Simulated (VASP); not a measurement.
A run of VASP 6.6.1 is set up as follows.

File INCAR:

```
SYSTEM = HW18Se36
PREC = Accurate
ENCUT = 520
EDIFF = 1E-6
ISMEAR = -1
SIGMA = 0.01
LREAL = Auto
LASPH = .True.
NELM = 100
ALGO = Normal
ISIF = 2
LWAVE = .False.
LCHARG = .False.
GGA = PE
NBANDS = 268
NELECT = 468.0
```

The input KPOINTS:

```
regular mesh
0
Gamma
  1 1 1
  0 0 0
```

The input POSCAR:

```
HW18Se36
1.0
    9.7497821400      0.0000000800      0.0000000000
   -4.8748911500      8.4435589800      0.0000000000
    0.0000000000      0.0000000000     12.8261208300
W Se H
18 36 1
Direct
    0.2229788164      0.1128342900      0.7494281496
    0.1131511719      0.2263499308      0.2488875664
    0.2227015802      0.4456181322      0.7492036858
    0.1099369384      0.5567435488      0.2487954887
    0.2232762625      0.7793137938      0.7492434484
    0.1100385886      0.8929771213      0.2490000712
    0.5566868202      0.1127184589      0.7494620648
    0.4394880005      0.2165185284      0.2496272289
    0.5567459767      0.4458288222      0.7499039754
    0.4398243914      0.5632597553      0.2482756121
    0.5571014449      0.7799986914      0.7491971366
    0.4461702780      0.8930379929      0.2488603563
    0.8898355600      0.1128342836      0.7492333908
    0.7763005916      0.2265779090      0.2491076641
    0.8900166164      0.4459545954      0.7494845969
    0.7864802705      0.5635603362      0.2492517451
    0.8898723241      0.7797676246      0.7494435089
    0.7766248347      0.8898998581      0.2487891735
    0.1119523440      0.2239180179      0.8801088146
    0.2198061669      0.1123471731      0.3810518445
    0.1117275025      0.2235549009      0.6184516040
    0.2214324880      0.1135755651      0.1171650431
    0.1122910696      0.5572545892      0.8800395809
    0.2205160731      0.4474023325      0.3804751308
    0.1119366464      0.5571236018      0.6185779087
    0.2207181551      0.4471531485      0.1167512001
    0.1121985043      0.8904970059      0.8800192318
    0.2220943740      0.7807421015      0.3792820187
    0.1120894240      0.8906011089      0.6187138033
    0.2220642991      0.7808719046      0.1185396598
    0.4453160490      0.2237082691      0.8802712956
    0.5554600601      0.1124227305      0.3809992175
    0.4451706237      0.2232338246      0.6191334937
    0.5552573086      0.1138156265      0.1172941546
    0.4453499355      0.5573539518      0.8798803746
    0.5549520345      0.4490150379      0.3674650397
    0.4454516730      0.5573209088      0.6191234361
    0.5554839039      0.4472329695      0.1226745031
    0.4453912605      0.8903987030      0.8800069132
    0.5555668383      0.7825142184      0.3804478427
    0.4455092919      0.8907428707      0.6185913968
    0.5557302828      0.7822823256      0.1167249256
    0.7787634939      0.2238674405      0.8801777365
    0.8886751555      0.1142633019      0.3788481385
    0.7787555233      0.2239046286      0.6185872646
    0.8886171625      0.1144349120      0.1189619231
    0.7789977753      0.5573635417      0.8802698142
    0.8904267560      0.4475014550      0.3808480416
    0.7795137854      0.5575089780      0.6192232324
    0.8891992853      0.4475243127      0.1171637957
    0.7787741956      0.8907615800      0.8801186383
    0.8905653767      0.7831041323      0.3808862449
    0.7791519851      0.8909803266      0.6184471599
    0.8895584456      0.7817998245      0.1170054469
    0.5446780442      0.4651544409      0.4842872668
```

Potentials or basis: VASP PAW PBE potentials, release 64 (W_sv, Se, H).

The run is started by

```bash
$ cat potpaw_PBE.64/W_sv/POTCAR potpaw_PBE.64/Se/POTCAR potpaw_PBE.64/H/POTCAR > POTCAR
$ mpirun -np 1 vasp_gam > vasp.out
```

(1) What does it give for the largest force?

## Answers

(1) 0.058 eV/Å.

Caveat: the k points lie up to 0.74 Å⁻¹ apart; the cell carries a net charge on a neutralising background, which shifts energy and pressure.
